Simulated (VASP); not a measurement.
# Zn (R-3m) in VASP: notebook, part 2 of 2

VASP 6.6.1. Earlier steps stand in the parts before.

## Step 4: Single point, LDA

This run uses another cell than the first one, of the same volume but with other edges.

File INCAR:

```
SYSTEM = Zn
ALGO = Fast
EDIFF = 1E-7
ENCUT = 520
ISIF = 2
ISMEAR = 0
LASPH = .TRUE.
LCHARG = .FALSE.
LREAL = .FALSE.
LWAVE = .FALSE.
NBANDS = 12
NELM = 60
PREC = Accurate
SIGMA = 0.15
```

File KPOINTS:

```
k-points
0
G
  22 22 22
  0 0 0
```

File POSCAR:

```
Zn
1.0
   -2.0915643944      1.5475211113      1.5475211113
    1.5475211113     -2.0915643944      1.5475211113
    1.5475211113      1.5475211113     -2.0915643944
Zn
1
Direct
    0.0000000000      0.0000000000      0.0000000000
```

Potentials or basis: VASP PAW LDA potentials, release 64 (Zn).

The run is started by

```console
$ cat potpaw_LDA.64/Zn/POTCAR > POTCAR
$ mpirun -np 1 vasp_std > vasp.out
```

OUTCAR:

```text
SYSTEM = Zn
   EDIFF = 1E-7
   ENCUT = 520
   ISIF = 2
   ISMEAR = 0
   LASPH = .TRUE.
   LREAL = .FALSE.
   NELM = 60
   PREC = Accurate

 ion  position               nearest neighbor table
   1  0.000  0.000  0.000-

  LATTYP: Found a trigonal (rhomboedric) cell.
 ALAT       =     3.0272569755
 COS(alpha) =    -0.4450602107

  Lattice vectors:

 A1 = (  -2.0915643944,   1.5475211113,   1.5475211113)
 A2 = (   1.5475211113,  -2.0915643944,   1.5475211113)
 A3 = (   1.5475211113,   1.5475211113,  -2.0915643944)
[... 531 lines left out ...]
      4      -4.1583      2.00000
      5      -3.4423      2.00000
      6       3.0227      2.00000
      7      13.6007      0.00000
      8      15.5129      0.00000
      9      16.6886      0.00000
     10      24.4868      0.00000
     11      25.0152      0.00000
     12      26.4042      0.00000

 [... further k-points ...]
[... 5 lines left out ...]
  --------------------------------------------------------------------------------------
  -------------------------------------------------------------------------------------
  Total        9.1654526      9.1654526      9.1654526      9.3160861      9.3160861      9.3160861
  in kB     1105.0252334   1105.0252334   1105.0252334   1123.1862356   1123.1862356   1123.1862356
  external PRESSURE =    1105.0252334 kB  Pullay stress =       0.0000000 kB

 VOLUME and BASIS-vectors are now :
 -----------------------------------------------------------------------------
  energy-cutoff  :      520.00
  volume of cell :       13.29
      direct lattice vectors                 reciprocal lattice vectors
    -2.091564394  1.547521111  1.547521111     0.148981867  0.423776179  0.423776179
     1.547521111 -2.091564394  1.547521111     0.423776179  0.148981867  0.423776179
     1.547521111  1.547521111 -2.091564394     0.423776179  0.423776179  0.148981867

 POSITION                                       TOTAL-FORCE (eV/Angst)
 -----------------------------------------------------------------------------------
      0.00000      0.00000      0.00000        -0.000000      0.000000     -0.000000
 -----------------------------------------------------------------------------------
    total drift:                                0.000000      0.000000     -0.000000

  FREE ENERGIE OF THE ION-ELECTRON SYSTEM (eV)
  ---------------------------------------------------
  free  energy   TOTEN  =         1.7594626578 eV

  energy  without entropy=        1.7623965140  energy(sigma->0) =        1.76092959
```

OSZICAR:

```text
N       E                     dE             d eps       ncg     rms          rms(c)
DAV:   1     0.465894875588E+02    0.46589E+02   -0.66825E+03 25608   0.168E+03
DAV:   2     0.310179372831E+01   -0.43488E+02   -0.41483E+02 25576   0.231E+02
DAV:   3     0.159633436887E+01   -0.15055E+01   -0.15035E+01 28316   0.411E+01
DAV:   4     0.159220419628E+01   -0.41302E-02   -0.41300E-02 26696   0.208E+00
DAV:   5     0.159220096865E+01   -0.32276E-05   -0.32275E-05 28280   0.566E-02    0.992E+00
RMM:   6     0.171181853266E+01    0.11962E+00   -0.71539E-02 30421   0.352E+00    0.607E+00
RMM:   7     0.175587138289E+01    0.44053E-01   -0.90400E-03 30853   0.138E+00    0.140E+00
RMM:   8     0.175945631281E+01    0.35849E-02   -0.22831E-03 31230   0.422E-01    0.630E-02
RMM:   9     0.175944841210E+01   -0.79007E-05   -0.39548E-04 32429   0.290E-01    0.504E-02
RMM:  10     0.175946291433E+01    0.14502E-04   -0.88432E-05 32092   0.107E-01    0.920E-03
RMM:  11     0.175946271916E+01   -0.19517E-06   -0.93686E-06 32572   0.356E-02    0.156E-03
RMM:  12     0.175946265033E+01   -0.68834E-07   -0.15405E-06 29125   0.130E-02    0.154E-03
RMM:  13     0.175946265781E+01    0.74815E-08   -0.29306E-07 22373   0.662E-03
   1 F= 0.17594627E+01 E0= 0.17609296E+01  d E =-.293386E-02
```

stdout:

```text
POSCAR found type information on POSCAR Zn
 POSCAR found :  1 types and       1 ions
 scaLAPACK will be used
 LDA part: xc-table for (Slater(with rela. corr.)+CA(PZ))
 , standard interpolation
 POSCAR, INCAR and KPOINTS ok, starting setup
 FFT: planning ... GRIDC
 FFT: planning ... GRID_SOFT
 FFT: planning ... GRID
 WAVECAR not read
 entering main loop
WARNING in EDDRMM: call to ZHEGV failed, returncode =   8  4      9
WARNING in EDDRMM: call to ZHEGV failed, returncode =   6  3     11
WARNING in EDDRMM: call to ZHEGV failed, returncode =   6  3     10
WARNING in EDDRMM: call to ZHEGV failed, returncode =   6  3     10
WARNING in EDDRMM: call to ZHEGV failed, returncode =   6  3     10
WARNING in EDDRMM: call to ZHEGV failed, returncode =   6  3     11
WARNING in EDDRMM: call to ZHEGV failed, returncode =   8  4     10
WARNING in EDDRMM: call to ZHEGV failed, returncode =   6  3     11
WARNING in EDDRMM: call to ZHEGV failed, returncode =   6  3     12
WARNING in EDDRMM: call to ZHEGV failed, returncode =   6  3     10
WARNING in EDDRMM: call to ZHEGV failed, returncode =   6  3     12
WARNING in EDDRMM: call to ZHEGV failed, returncode =   6  3     10
WARNING in EDDRMM: call to ZHEGV failed, returncode =   6  3     11
WARNING in EDDRMM: call to ZHEGV failed, returncode =   6  3     10
WARNING in EDDRMM: call to ZHEGV failed, returncode =   6  3     11
WARNING in EDDRMM: call to ZHEGV failed, returncode =   6  3     10
```

Wall time 2.2 min (1 thread of Intel Xeon 6975P-C (Granite Rapids), shared host); peak memory 0.26 GiB.

Results:

```yaml
Free_energy: 1.7595 eV
Pressure: 110.5 GPa
Band_gap_on_the_k_mesh: zero (band 6 reaches 8.65 eV, above the bottom of band 7 at -0.77 eV)
```

Stress tensor (GPa, compression positive):
```
110.50 112.32 112.32
112.32 110.50 112.32
112.32 112.32 110.50
```

## Step 5: Single point, LDA

This run uses another cell than the first one, of 12.56 Å³/atom, 0.945 times its volume.

File INCAR:

```
SYSTEM = Zn
  PREC = Accurate
  ENCUT = 520
  EDIFF = 1E-7
  ISMEAR = 0
  SIGMA = 0.15
  LREAL = .FALSE.
  LASPH = .TRUE.
  NELM = 80
  ALGO = Fast
  ISIF = 2
  LWAVE = .FALSE.
  LCHARG = .FALSE.
  GGA = CA
  NBANDS = 12
```

File KPOINTS:

```
regular mesh
0
G
  22 22 22
  0 0 0
```

File POSCAR:

```
Zn
1.0
   -1.0747042982      1.4912430910      1.4912430910
    1.4912430910     -1.0747042982      1.4912430910
    1.4912430910      1.4912430910     -1.0747042982
Zn
1
Direct
    0.0000000000      0.0000000000      0.0000000000
```

The run is started by

```console
$ cat potpaw_LDA.64/Zn/POTCAR > POTCAR
$ mpirun -np 1 vasp_std > vasp.out
```

Run time: 1.7 min. Hardware: 1 thread of Intel Xeon Platinum 8259CL at 2.50GHz (Skylake/Cascade Lake), shared host; peak memory 0.24 GiB.

Results (log left out):

```
Free energy            : -1.4810 eV
Pressure               : 25.8 GPa
Band gap on the k mesh : zero (band 6 reaches 9.30 eV, above the bottom of band 7 at 1.97 eV)
```

Stress tensor (GPa, compression positive):
```
25.80 -6.91 -6.91
-6.91 25.80 -6.91
-6.91 -6.91 25.80
```

Levels at points of the mesh, in eV from the Fermi level:
| k point | band 3 | band 4 | band 5 | band 6 | band 7 | band 8 | band 9 | band 10 |
| --- | --- | --- | --- | --- | --- | --- | --- | --- |
| (0.00, 0.00, 0.00) | -9.12 | -7.45 | -7.30 | -7.30 | 16.53 | 16.78 | 16.78 | 19.99 |
| (0.50, 0.00, 0.00) | -7.63 | -7.60 | -7.28 | -4.28 | -2.20 | 17.83 | 17.89 | 21.02 |
| (0.50, 0.50, 0.00) | -7.74 | -7.56 | -6.81 | -1.04 | 3.09 | 4.87 | 10.12 | 22.10 |
| (0.50, 0.50, 0.50) | -8.25 | -6.81 | -6.81 | 5.13 | 5.13 | 7.61 | 10.93 | 10.93 |

## Step 6: Summary

| cell | further INCAR settings | gap on the mesh (eV) | pressure (GPa) |
| --- | --- | --- | --- |
| a = 2.412 Å, angles 100.1°, 1 atom | ALGO = Fast; EDIFF = 1e-06; NBANDS = 12 | none | 15.8 |
| a = 2.374 Å, angles 86.0°, 1 atom | ALGO = Fast; EDIFF = 1e-06; NBANDS = 12 | none | 21.7 |
| a = 3.027 Å, angles 116.4°, 1 atom | ALGO = Fast; EDIFF = 1e-07; NBANDS = 12 | none | 110.5 |
| a = 2.367 Å, angles 100.1°, 1 atom | ALGO = Fast; EDIFF = 1e-07; NBANDS = 12 | none | 25.8 |

Alike in all rows: task single point; level LDA; potentials or basis VASP PAW LDA potentials, release 64 (Zn); no spin polarisation; k mesh 22 × 22 × 22; cutoff (eV) 520; smearing gaussian 0.15 eV.

Absolute energies hang on the potentials; compare differences alone.
